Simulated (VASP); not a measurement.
# BaS (Fm-3m) in VASP: notebook

The runs below take BaS through electric field gradients, with PBEsol.

All numbers are computed with VASP 6.6.1; they aren't measurements. Logs are shortened: lines on timing, memory, paths and dates and some standing lists are left out, and cuts for length are marked.

## Step 1: The cell of the first run

It takes space group Fm-3m (No. 225, cubic). The conventional cell has a = 6.301 Å, b = 6.301 Å, c = 6.301 Å, α = 90.00°, β = 90.00°, γ = 90.00°. Within 4.1 Å of Ba (site symmetry m-3m) lie 6 S at 3.15 Å. S (site symmetry m-3m) has 6 Ba at 3.15 Å within 4.1 Å.

## Step 2: Electric field gradients, PBEsol (31.27 Å³/atom)

File INCAR:

```
PREC = Accurate
ENCUT = 520
EDIFF = 1E-8
ISMEAR = -1
SIGMA = 0.02
LREAL = F
LASPH = T
NELM = 60
ALGO = Normal
ISIF = 2
LWAVE = F
LCHARG = F
GGA = PS
LEFG = T
NBANDS = 15
```

File KPOINTS:

```
regular mesh
0
Gamma
  8 8 8
```

File POSCAR:

```
BaS
1.0
    0.0000000000      3.1505859250      3.1505859250
    3.1505859250      0.0000000000      3.1505859250
    3.1505859250      3.1505859250      0.0000000000
Ba S
1 1
Direct
    0.0000000000      0.0000000000      0.0000000000
    0.5000000000      0.5000000000      0.5000000000
```

Potentials or basis: VASP PAW PBE potentials, release 64 (Ba_sv, S).

Launch:

```sh
$ cat potpaw_PBE.64/Ba_sv/POTCAR potpaw_PBE.64/S/POTCAR > POTCAR
$ mpirun -np 1 vasp_std > vasp.out
```

OUTCAR:

```text
PREC = Accurate
   ENCUT = 520
   EDIFF = 1E-8
   ISMEAR = -1
   LREAL = F
   LASPH = T
   NELM = 60
   ISIF = 2
   GGA = PS

 ion  position               nearest neighbor table
   1  0.000  0.000  0.000-   2 3.15   2 3.15   2 3.15   2 3.15   2 3.15   2 3.15
   2  0.500  0.500  0.500-   1 3.15   1 3.15   1 3.15   1 3.15   1 3.15   1 3.15

  LATTYP: Found a face centered cubic cell.
 ALAT       =     6.3011718500

  Lattice vectors:

 A1 = (   0.0000000000,   3.1505859250,   3.1505859250)
 A2 = (   3.1505859250,   0.0000000000,   3.1505859250)
 A3 = (   3.1505859250,   3.1505859250,   0.0000000000)

Analysis of symmetry for initial positions (statically):
=====================================================================
 Subroutine PRICEL returns:
 Original cell was already a primitive cell.

 Routine SETGRP: Setting up the symmetry group for a
 face centered cubic supercell.

 Subroutine GETGRP returns: Found 48 space group operations
 (whereof 48 operations were pure point group operations)
 out of a pool of 48 trial point group operations.

The static configuration has the point symmetry O_h .

Analysis of symmetry for dynamics (positions and initial velocities):
=====================================================================
 Subroutine PRICEL returns:
 Original cell was already a primitive cell.

 Routine SETGRP: Setting up the symmetry group for a
 face centered cubic supercell.

 Subroutine GETGRP returns: Found 48 space group operations
 (whereof 48 operations were pure point group operations)
 out of a pool of 48 trial point group operations.

The dynamic configuration has the point symmetry O_h .

 Subroutine INISYM returns: Found 48 space group operations
 (whereof 48 operations are pure point group operations),
 and found     1 'primitive' translations

----------------------------------------------------------------------------------------

                                     Primitive cell

  volume of cell :      62.5466

  direct lattice vectors                    reciprocal lattice vectors
     0.000000000  3.150585925  3.150585925    -0.158700639  0.158700639  0.158700639
     3.150585925  0.000000000  3.150585925     0.158700639 -0.158700639  0.158700639
     3.150585925  3.150585925  0.000000000     0.158700639  0.158700639 -0.158700639

  length of vectors
     4.455601345  4.455601345  4.455601345     0.274877570  0.274877570  0.274877570

  position of ions in fractional coordinates (direct lattice)
     0.000000000  0.000000000  0.000000000
     0.500000000  0.500000000  0.500000000

  ion indices of the primitive-cell ions
   primitive index   ion index
                 1           1
                 2           2

----------------------------------------------------------------------------------------

 KPOINTS: regular mesh

Automatic generation of k-mesh.
 Grid dimensions read from file:
 generate k-points for:    8    8    8

 Generating k-lattice:

  Cartesian coordinates                     Fractional coordinates (reciprocal lattice)
    -0.019837580  0.019837580  0.019837580     0.125000000  0.000000000  0.000000000
     0.019837580 -0.019837580  0.019837580     0.000000000  0.125000000  0.000000000
     0.019837580  0.019837580 -0.019837580     0.000000000  0.000000000  0.125000000

  Length of vectors
     0.034359696  0.034359696  0.034359696

  Shift w.r.t. Gamma in fractional coordinates (k-lattice)
     0.000000000  0.000000000  0.000000000

 Subroutine IBZKPT returns following result:
 ===========================================

 Found     29 irreducible k-points:

 Following reciprocal coordinates:
            Coordinates               Weight
  0.000000  0.000000  0.000000      1.000000
  0.125000  0.000000  0.000000      8.000000
  0.250000  0.000000  0.000000      8.000000
  0.375000  0.000000  0.000000      8.000000
  0.500000  0.000000  0.000000      4.000000
  0.125000  0.125000  0.000000      6.000000
[... 16 lines left out ...]
  0.500000  0.250000  0.125000     48.000000
 -0.375000  0.250000  0.125000     24.000000
 [... further k-points ...]
   k-points           NKPTS =     29   k-points in BZ     NKDIM =     29   number of bands    NBANDS=     15
   number of dos      NEDOS =    301   number of ions     NIONS =      2
   total plane-waves  NPLWV =  46656
   dimension x,y,z NGX =    36 NGY =   36 NGZ =   36
   dimension x,y,z NGXF=    72 NGYF=   72 NGZF=   72
   ions per type =               1   1
   NGX,Y,Z   is equivalent  to a cutoff of  13.43, 13.43, 13.43 a.u.
   NGXF,Y,Z  is equivalent  to a cutoff of  26.86, 26.86, 26.86 a.u.
 SYSTEM =  unknown system
   PREC   = accura    normal or accurate (medium, high low for compatibility)
   ISTART =      0    job   : 0-new  1-cont  2-samecut
   ICHARG =      2    charge: 1-file 2-atom 10-const
   ISPIN  =      1    spin polarized calculation?
   LNONCOLLINEAR =      F non collinear calculations
   LSORBIT =      F    spin-orbit coupling
   LASPH  =      T    aspherical Exc in radial PAW
   ENCUT  =  520.0 eV  38.22 Ry    6.18 a.u.   8.28  8.28  8.28*2*pi/ulx,y,z
   NELM   =     60;   NELMIN=  2; NELMDL= -5     # of ELM steps
   EDIFF  = 0.1E-07   stopping-criterion for ELM
   LREAL  =      F    real-space projection
   EDIFFG = 0.1E-06   stopping-criterion for IOM
   NSW    =      0    number of steps for IOM
   IBRION =     -1    ionic relax: 0-MD 1-quasi-New 2-CG
   NFREE  =      0    steps in history (QN), initial steepest desc. (CG)
   ISIF   =      2    stress and relaxation
   ISYM   =      2    0-nonsym 1-usesym 2-fastsym
   POTIM  = 0.5000    time-step for ionic-motion
   TEBEG  =    0.0;   TEEND  =   0.0 temperature during run
   PSTRESS=    0.0 pullay stress
   NELECT =      16.0000    total number of electrons
   NUPDOWN=      -1.0000    fix difference up-down
   EMIN   =  10.00;   EMAX   =-10.00  energy-range for DOS
   EFERMI =   0.00;   METHOD = LEGACY
   ISMEAR =    -1;   SIGMA  =   0.02  broadening in eV -4-tet -1-fermi 0-gaus
   EFERMI_NEDOS =   21; number of points for ismear=-14 and -15
   IALGO  =     38    algorithm
   IMIX   =      4    mixing-type and parameters
     AMIX     =   0.40;   BMIX     =  1.00
     AMIX_MAG =   1.60;   BMIX_MAG =  1.00
  volume/ion in A,a.u.               =      31.27       211.04
  Fermi-wavevector in a.u.,A,eV,Ry     =   1.039234  1.963868 14.694402  1.080008
  Thomas-Fermi vector in A             =   2.173755
   LORBIT       =      0    0 simple, 1 ext, 2 COOP (PROOUT), +10 PAW based schemes
   GGA     = PS    functional components
   LHFCALC =     F    Hartree Fock is set to
   AEXX    =    0.0000 exact exchange contribution
   IVDW    =     0    specifies the selected vdW correction
   LEPSILON=     F    determine dielectric tensor
   LRPA    =     F    only Hartree local field effects (RPA)
 non-spin polarized calculation
  energy-cutoff  :      520.00
  volume of cell :       62.55
 maximum number of plane-waves:      1708
 NGX is ok and might be reduce to    36
   NGX = 17   NGY = 17   NGZ = 17

 number of electron      15.9999998 magnetization

 Free energy of the ion-electron system (eV)
  ---------------------------------------------------
  ext. energy  EPLUGINS =         0.00000000
  ---------------------------------------------------
  free energy    TOTEN  =       -10.71115124 eV

  energy without entropy =      -10.71115124  energy(sigma->0) =      -10.71115124

 E-fermi :   1.9986     XC(G=0):  -8.9947

 val. band max:        1.5602458785   @ k =   0.0000   0.0000   0.0000
 cond. band min:       3.4639747873   @ k =   0.5000   0.5000   0.0000
 fundamental gap:      1.9037289088
 Fermi energy:         1.9986080379

 k-point     1 :       0.0000    0.0000    0.0000
  band No.  band energies     occupation
      1     -24.3522      2.00000
      2      -9.3891      2.00000
      3      -9.3891      2.00000
      4      -9.3891      2.00000
      5      -8.8574      2.00000
      6       1.5602      2.00000
      7       1.5602      2.00000
      8       1.5602      2.00000
      9       5.1682      0.00000
     10       5.3417      0.00000
     11       5.3417      0.00000
     12       5.3417      0.00000
     13       6.3403      0.00000
     14       6.3403      0.00000
     15      10.1368      0.00000
[... 397 lines left out ...]
 k-point    24 :      -0.3750    0.2500    0.1250
  band No.  band energies     occupation
      1     -24.2874      2.00000
      2     -10.5154      2.00000
      3      -9.6226      2.00000
      4      -9.5151      2.00000
      5      -7.7387      2.00000
      6      -0.0319      2.00000
      7       0.6321      2.00000
      8       0.7297      2.00000
      9       6.2005      0.00000
     10       6.4110      0.00000
     11       8.3428      0.00000
     12       8.6096      0.00000
     13       9.5851      0.00000
     14      10.4985      0.00000
     15      11.2517      0.00000

 [... further k-points ...]
[... 5 lines left out ...]
  --------------------------------------------------------------------------------------
  -------------------------------------------------------------------------------------
  Total        0.5547459      0.5547459      0.5547459     -0.0000000      0.0000000     -0.0000000
  in kB       14.2102172     14.2102172     14.2102172     -0.0000000      0.0000000     -0.0000000
  external PRESSURE =      14.2102172 kB  Pullay stress =       0.0000000 kB

 VOLUME and BASIS-vectors are now :
 -----------------------------------------------------------------------------
  energy-cutoff  :      520.00
  volume of cell :       62.55
      direct lattice vectors                 reciprocal lattice vectors
     0.000000000  3.150585925  3.150585925    -0.158700639  0.158700639  0.158700639
     3.150585925  0.000000000  3.150585925     0.158700639 -0.158700639  0.158700639
     3.150585925  3.150585925  0.000000000     0.158700639  0.158700639 -0.158700639

 POSITION                                       TOTAL-FORCE (eV/Angst)
 -----------------------------------------------------------------------------------
      0.00000      0.00000      0.00000        -0.000000      0.000000      0.000000
      3.15059      3.15059      3.15059         0.000000     -0.000000     -0.000000
 -----------------------------------------------------------------------------------
    total drift:                                0.000000      0.000000      0.000000

  FREE ENERGIE OF THE ION-ELECTRON SYSTEM (eV)
  ---------------------------------------------------
  free  energy   TOTEN  =       -10.7111512446 eV

  energy  without entropy=      -10.7111512446  energy(sigma->0) =      -10.71115124

 Electric field gradients (V/A^2)
---------------------------------------------------------------------
 ion       V_xx      V_yy      V_zz      V_xy      V_xz      V_yz
---------------------------------------------------------------------
   1       0.000     0.000    -0.000     0.000     0.000     0.000
   2      -0.000    -0.000     0.000     0.000     0.000     0.000
---------------------------------------------------------------------

 Electric field gradients after diagonalization (V/A^2)
 (convention: |V_zz| > |V_xx| > |V_yy|)
----------------------------------------------------------------------
 ion       V_xx      V_yy      V_zz     asymmetry (V_yy - V_xx)/ V_zz
----------------------------------------------------------------------
   1      -0.000    -0.000     0.000       0.000
   2      -0.000    -0.000     0.001       0.000
----------------------------------------------------------------------

           NMR quadrupolar parameters

 Cq : quadrupolar parameter    Cq=e*Q*V_zz/h
 eta: asymmetry parameters     (V_yy - V_xx)/ V_zz
 Q  : nuclear electric quadrupole moment in mb (millibarn)
----------------------------------------------------------------------
 ion       Cq(MHz)       eta       Q (mb)
----------------------------------------------------------------------
   1       0.000       0.000       1.000
   2       0.000       0.000       1.000
----------------------------------------------------------------------
```

Run time: 59 s. Hardware: 1 thread of Intel Xeon 8259CL, shared host; peak memory 0.21 GiB.

What came out:

| Quantity | Value |
| --- | --- |
| Free energy | -10.7112 eV |
| Pressure | 1.4 GPa |
| Band gap on the k mesh | 1.90 eV (least direct gap 2.02 eV) |
| Largest electric field gradient by atom | under 0.05 V/Å² on every atom |

Levels at points of the mesh, in eV from the valence-band top:
| k point | band 5 | band 6 | band 7 | band 8 | band 9 | band 10 | band 11 | band 12 |
| --- | --- | --- | --- | --- | --- | --- | --- | --- |
| (0.00, 0.00, 0.00) | -10.42 | 0.00 | 0.00 | 0.00 | 3.61 | 3.78 | 3.78 | 3.78 |
| (0.50, 0.00, 0.00) | -8.95 | -2.09 | -1.19 | -1.19 | 5.60 | 5.65 | 6.41 | 6.41 |
| (0.50, 0.50, 0.00) | -10.33 | -0.49 | -0.12 | -0.12 | 1.90 | 6.01 | 6.17 | 7.70 |

Caveat: the PAW data sets were made with another functional, which shifts forces and pressure a little; spin-orbit coupling is left out, which moves the levels of the heavy elements.

## Step 3: Electric field gradients, PBEsol (31.92 Å³/atom)

This run uses another cell than the first one, of 31.92 Å³/atom.

File INCAR:

```
SYSTEM = BaS
PREC = Accurate ; ENCUT = 520
EDIFF = 1E-8 ; ISMEAR = -1
SIGMA = 0.02 ; LREAL = .False.
LASPH = .True. ; NELM = 100
ALGO = Normal ; ISIF = 2
LWAVE = .False. ; LCHARG = .False.
GGA = PS ; LEFG = .True.
NBANDS = 15
```

File KPOINTS:

```
Automatic mesh
0
Gamma
  8 8 8
  0 0 0
```

File POSCAR:

```
BaS
1.0
    0.0000000000      3.1723147904      3.1723147904
    3.1723147904      0.0000000000      3.1723147904
    3.1723147904      3.1723147904      0.0000000000
Ba S
1 1
Direct
    0.0000000000      0.0000000000      0.0000000000
    0.5000000000      0.5000000000      0.5000000000
```

Potentials or basis: VASP PAW PBE potentials, release 64 (Ba_sv, S).

Launch:

```sh
$ cat potpaw_PBE.64/Ba_sv/POTCAR potpaw_PBE.64/S/POTCAR > POTCAR
$ mpirun -np 1 vasp_std > vasp.out
```

OUTCAR:

```text
SYSTEM = BaS
   PREC = Accurate
   ENCUT = 520
   EDIFF = 1E-8
   ISMEAR = -1
   LREAL = .False.
   LASPH = .True.
   NELM = 100
   ISIF = 2
   GGA = PS

 ion  position               nearest neighbor table
   1  0.000  0.000  0.000-   2 3.17   2 3.17   2 3.17   2 3.17   2 3.17   2 3.17
   2  0.500  0.500  0.500-   1 3.17   1 3.17   1 3.17   1 3.17   1 3.17   1 3.17

  LATTYP: Found a face centered cubic cell.
 ALAT       =     6.3446295808

  Lattice vectors:

 A1 = (   0.0000000000,   3.1723147904,   3.1723147904)
[... 645 lines left out ...]
  ---------------------------------------------------
  free  energy   TOTEN  =       -10.7185959841 eV

  energy  without entropy=      -10.7185959841  energy(sigma->0) =      -10.71859598

 Electric field gradients (V/A^2)
---------------------------------------------------------------------
 ion       V_xx      V_yy      V_zz      V_xy      V_xz      V_yz
---------------------------------------------------------------------
   1      -0.000    -0.000    -0.000     0.000     0.000     0.000
   2      -0.000     0.000    -0.000     0.000     0.000     0.000
---------------------------------------------------------------------

 Electric field gradients after diagonalization (V/A^2)
 (convention: |V_zz| > |V_xx| > |V_yy|)
----------------------------------------------------------------------
 ion       V_xx      V_yy      V_zz     asymmetry (V_yy - V_xx)/ V_zz
----------------------------------------------------------------------
   1      -0.000    -0.000     0.000       0.000
   2      -0.000    -0.000     0.001       0.000
----------------------------------------------------------------------

           NMR quadrupolar parameters

 Cq : quadrupolar parameter    Cq=e*Q*V_zz/h
 eta: asymmetry parameters     (V_yy - V_xx)/ V_zz
 Q  : nuclear electric quadrupole moment in mb (millibarn)
----------------------------------------------------------------------
 ion       Cq(MHz)       eta       Q (mb)
----------------------------------------------------------------------
   1       0.000       0.000       1.000
   2       0.000       0.000       1.000
----------------------------------------------------------------------
```

Run time: 54 s. Hardware: 1 thread of Intel Xeon 8259CL, shared host; peak memory 0.21 GiB.

What came out:

| Item | Value |
| --- | --- |
| Free energy | -10.7186 eV |
| Pressure | 0.4 GPa |
| Band gap on the k mesh | 1.94 eV (least direct gap 2.07 eV) |
| Largest electric field gradient by atom | under 0.05 V/Å² on every atom |

Caveat: the PAW data sets were made with another functional, which shifts forces and pressure a little; spin-orbit coupling is left out, which moves the levels of the heavy elements. A k mesh can miss the band edges.

(Part 1 of 2 ends here.)
